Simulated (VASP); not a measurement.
Crystal: Li.

```
Li
1.0
     3.51000    0.00000    0.00000
     0.00000    3.51000    0.00000
     0.00000    0.00000    3.51000
Li
2
Cartesian
  0.0000 0.0000 0.0000
  1.7550 1.7550 1.7550
```

```yaml
Program: VASP 6.6.1
Task: relaxation of cell and atoms
Functional: PBE
Potentials_or_basis: VASP PAW PBE potentials, release 64 (Li_sv)
Cutoff: 600 eV
k_mesh: 12 × 12 × 12
Occupations: fermi-dirac, width 0.05 eV
Spin: no spin polarisation
```

At the start: pressure -0.9 GPa; volume 21.62 Å³/atom.

Problem. Where does the relaxation end?

Solution. Over 3 steps the energy falls by 4.6 meV/atom and the volume is 20.21 Å³/atom (-6.5 %); space group Im-3m (No. 229, to 0.05 Å).

The path:
| step | energy change (eV) | largest force (eV/Å) | pressure (GPa) | volume (Å³) |
| --- | --- | --- | --- | --- |
| 1 | 0.0000 | 0.0000 | -0.90 | 43.24 |
| 2 | -0.0038 | 0.0000 | -0.71 | 42.49 |
| 3 | -0.0091 | 0.0000 | -0.11 | 40.43 |

Final structure:
```
Li
1.0
     3.43215    0.00000    0.00000
     0.00000    3.43215    0.00000
     0.00000    0.00000    3.43215
Li
2
Cartesian
  0.0000 0.0000 0.0000
  1.7161 1.7161 1.7161
```

Caveat: the cutoff is under 1.25 times the usual one of these potentials, so pressure, stress and relaxed cells hold a basis-set (Pulay) error.
